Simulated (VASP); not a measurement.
The system is TiAlF.

```
Ti Al F
1.0
     3.28261    0.00000    0.00000
     0.00000    3.28261    0.00000
     0.00000    0.00000    3.93020
Ti Al F
1 1 1
Direct
  0.50000 0.50000 0.00000
  0.50000 0.50000 0.50000
  0.00000 0.00000 0.00000
```

The cell was built from a structure type or drawn by symmetry, and may not be a known phase.

| Property | Result |
| --- | --- |
| Program | VASP 6.6.1 |
| Task | relaxation of cell and atoms |
| Functional | PBE |
| Potentials or basis | VASP PAW PBE potentials, release 64 (Ti_sv, Al, F) |
| Cutoff | 600 eV |
| k mesh | 6 × 6 × 4 |
| Occupations | gaussian, width 0.1 eV |
| Spin | collinear spin |
| Starting moments | [1.0, 0.0, 0.0] μB |

At the start: pressure 36.1 GPa; volume 14.12 Å³/atom.

Problem. Where does the relaxation end?

Solution. Over 9 steps the energy falls by 1840.3 meV/atom and the volume is 15.73 Å³/atom (+11.4 %); space group P4/mmm (No. 123, to 0.1 Å) before and after; moment 0.00 μB per cell.

The path:
```tsv
step	energy change (eV)	largest force (eV/Å)	pressure (GPa)	volume (Å³)
1	0.0000	0.0000	36.08	42.35
2	-4.4212	0.0000	-19.92	59.59
3	-5.2059	0.0000	-8.72	53.82
4	-5.2088	0.0000	-9.15	54.03
5	-5.5174	0.0000	-0.94	47.45
6	-5.5174	0.0000	-0.94	47.47
7	-5.5172	0.0000	-1.20	47.60
8	-5.5200	0.0000	0.20	47.00
9	-5.5208	0.0000	-0.23	47.19
```

Final structure:
```yaml
crystal:
  lattice:
    - [2.97394, 0.00000, 0.00000]
    - [0.00000, 2.97394, 0.00000]
    - [0.00000, 0.00000, 5.33549]
  atoms:
    - { symbol: Ti, position: [0.50000, 0.50000, 0.00000] }
    - { symbol: Al, position: [0.50000, 0.50000, 0.50000] }
    - { symbol: F, position: [0.00000, 0.00000, 0.00000] }
```

Caveat: the k points lie up to 0.35 Å⁻¹ apart in the final cell, too coarse for converged energies and pressures of a metal; a cell axis changed by over 15 % at a fixed basis, so the end point is rough.
